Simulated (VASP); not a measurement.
## Si: single point with LDA

The system is Si.

```xyz
2
Lattice="0.0000 2.7008 2.7008 2.7008 0.0000 2.7008 2.7008 2.7008 0.0000" Properties=species:S:1:pos:R:3 pbc="T T T"
Si    2.7008    2.7008    2.7008
Si    4.0512    4.0512    4.0512
```

| Item | Value |
| --- | --- |
| Program | VASP 6.6.1 |
| Task | single point |
| Functional | LDA |
| Potentials or basis | VASP PAW LDA potentials, release 64 (Si) |
| Cutoff | 520 eV |
| k mesh | 10 × 10 × 10 |
| Occupations | gaussian, width 0.02 eV |
| Spin | no spin polarisation |
| Dipole correction | no |
| Further INCAR settings | ALGO = Normal; EDIFF = 1e-06; NBANDS = 11 |

The pressure is 0.1 GPa and the band gap on the k mesh is 0.45 eV (least direct gap 2.53 eV).

Levels at points of the mesh, in eV from the valence-band top:
| k point | band 1 | band 2 | band 3 | band 4 | band 5 | band 6 | band 7 | band 8 |
| --- | --- | --- | --- | --- | --- | --- | --- | --- |
| (0.00, 0.00, 0.00) | -12.07 | 0.00 | 0.00 | 0.00 | 2.53 | 2.53 | 2.53 | 3.39 |
| (0.50, 0.00, 0.00) | -9.69 | -7.07 | -1.21 | -1.21 | 1.49 | 3.29 | 3.29 | 7.54 |
| (0.50, 0.50, 0.00) | -7.87 | -7.87 | -2.90 | -2.90 | 0.57 | 0.57 | 10.12 | 10.12 |

Wall time 22 s on 1 thread of Intel Xeon 8259CL, on a shared host, peak memory 0.14 GiB.

A k mesh can miss the band edges.
